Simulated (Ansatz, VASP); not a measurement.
## Two plane-wave programs on Cd

File INCAR:

```
ALGO = Normal ; EDIFF = 1E-7
ENCUT = 520 ; GGA = PS
ISIF = 2 ; ISMEAR = -1
LASPH = T ; LCHARG = F
LREAL = F ; LWAVE = F
NBANDS = 12 ; NELM = 80
PREC = Accurate ; SIGMA = 0.1
```

KPOINTS

```
k-points
0
Gamma
  14 14 14
```

The input POSCAR:

```
Cd
1.0
   -1.7476005304      1.7476005304      1.7476005304
    1.7476005304     -1.7476005304      1.7476005304
    1.7476005304      1.7476005304     -1.7476005304
Cd
1
Direct
    0.0000000000      0.0000000000      0.0000000000
```

Input for Ansatz:

```yaml
crystal:
  lattice:
    - [-1.7476005304, 1.7476005304, 1.7476005304]
    - [1.7476005304, -1.7476005304, 1.7476005304]
    - [1.7476005304, 1.7476005304, -1.7476005304]
  atoms:
    - { symbol: Cd, position: [0.0, 0.0, 0.0] }
hamiltonian:
  xc: pbesol
  pseudopotentials:
    kind: paw
    azcp:
      Cd: "pseudopotentials/Cd.paw.azcp"
basis:
  ecutwfc: 420
  fft_grid_basis: typed
kpoints:
  mp_grid: { grid: [14, 14, 14], shift: [0, 0, 0] }
magnetization:
  spin_polarized: false
scf:
  occupations: { method: fermi_dirac, width: 0.1 }
  lower_state_search: "off"
output:
  stress: true
```

Alike in both runs: task single point; functional PBEsol; k mesh 14 × 14 × 14; occupations fermi-dirac, width 0.1 eV; no spin polarisation.

```csv
,VASP,Ansatz
version,VASP 6.6.1,Ansatz 0.2.0
potentials or method,"VASP PAW PBE potentials, release 64 (Cd), cutoff 520 eV","plane waves (420 eV) with PAW, scalar-relativistic"
valence electrons in the cell,12,20
```

VASP gave:

- pressure (GPa): 0.3

Estimate Ansatz's values.

pressure (GPa): -0.1.

VASP's potentials were made for PBE, not for PBEsol, and Ansatz warns of the same on its side. With one functional, cell and mesh, what is left measures potentials, basis and numerics. VASP's potentials hold 12 valence electrons a cell and Ansatz's 20, so a difference there can come from the potentials and not from the codes.
